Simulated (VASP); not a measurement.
Here is a VASP 6.6.1 calculation.

POSCAR

```
Os
1.0
    0.0000000000      1.9450000000      1.9450000000
    1.8866500000      0.0000000000      1.9450000000
    1.8866500000      1.9450000000      0.0000000000
Os
1
Direct
    0.0000000000      0.0000000000      0.0000000000
```

Contents of INCAR.step1:

```
SYSTEM = Os
ALGO     = Normal         ! electronic algorithm
EDIFF    = 1E-4           ! SCF threshold, eV
ENCUT    = 520            ! plane-wave cutoff, eV
GGA      = PE             ! functional
ISMEAR   = 0              ! smearing method
LASPH    = .True.         ! aspherical terms in the spheres
LCHARG   = .False.        ! write CHGCAR
LREAL    = .False.        ! projectors in reciprocal space
LWAVE    = .True.         ! write WAVECAR
NBANDS   = 10             ! bands
NELM     = 60             ! most SCF steps
PREC     = Accurate       ! precision mode
SIGMA    = 0.15           ! smearing width, eV
```

The input INCAR.step2:

```
SYSTEM = Os
ALGO     = Normal         ! electronic algorithm
EDIFF    = 1E-6           ! SCF threshold, eV
ENCUT    = 520            ! plane-wave cutoff, eV
ISIF     = 2              ! what is computed and relaxed
ISMEAR   = 0              ! smearing method
ISTART   = 1            
LASPH    = .True.         ! aspherical terms in the spheres
LCHARG   = .False.        ! write CHGCAR
LMIXTAU  = .True.       
LREAL    = .False.        ! projectors in reciprocal space
LWAVE    = .False.        ! write WAVECAR
METAGGA  = R2SCAN         ! meta-GGA
NBANDS   = 10             ! bands
NELM     = 60             ! most SCF steps
PREC     = Accurate       ! precision mode
SIGMA    = 0.15           ! smearing width, eV
```

The input KPOINTS:

```
k-points
0
Gamma
  20 20 20
  0 0 0
```

Potentials or basis: VASP PAW PBE potentials, release 64 (Os).

The run is started by

```bash
$ cat potpaw_PBE.64/Os/POTCAR > POTCAR
$ cp INCAR.step1 INCAR
$ mpirun -np 1 vasp_std > vasp.out
$ cp INCAR.step2 INCAR
$ mpirun -np 1 vasp_std > vasp.out
```

**Question.** What does it give for the band gap on the k mesh?

**Answer.** Zero (band 4 reaches 11.68 eV, above the bottom of band 5 at 7.26 eV).

**Question.** Estimate the pressure.

**Answer.** -4.8 GPa.

Stress tensor (GPa, compression positive):
```
 1.98  0.00  0.00
 0.00 -8.17  0.00
 0.00  0.00 -8.17
```

Caveat: the cell differs from its parent crystal (strain -0.0300 x Voigt [1, 0, 0, 0, 0, 0]); the PAW data sets were made with another functional, which shifts forces and pressure a little; spin-orbit coupling is left out, which moves the levels of the heavy elements.
